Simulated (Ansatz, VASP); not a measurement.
## Sn in VASP and in Ansatz

```
Sn
1.0
    -1.92350    1.92350    1.92350
     1.92350   -1.92350    1.92350
     1.92350    1.92350   -1.92350
Sn
1
Direct
  0.00000 0.00000 0.00000
```

Alike in both runs: task single point; functional LDA; k mesh 13 × 13 × 13; occupations fermi-dirac, width 0.1 eV; no spin polarisation.

|  | VASP | Ansatz |
| --- | --- | --- |
| version | VASP 6.6.1 | Ansatz 0.2.0 |
| potentials or method | VASP PAW LDA potentials, release 64 (Sn_d), cutoff 520 eV | plane waves (420 eV) with PAW, scalar-relativistic |
| valence electrons in the cell | 14 | 14 |

Ansatz gave:

```
pressure (GPa) : -4.9
```

Problem. What did VASP give for the same quantities?

Solution. Pressure (GPa): -4.8.

Ansatz warns that its potentials were made for another functional, while VASP's fit it. LDA's correlation is that of Perdew and Zunger in VASP and of Perdew and Wang (1992) in Ansatz.
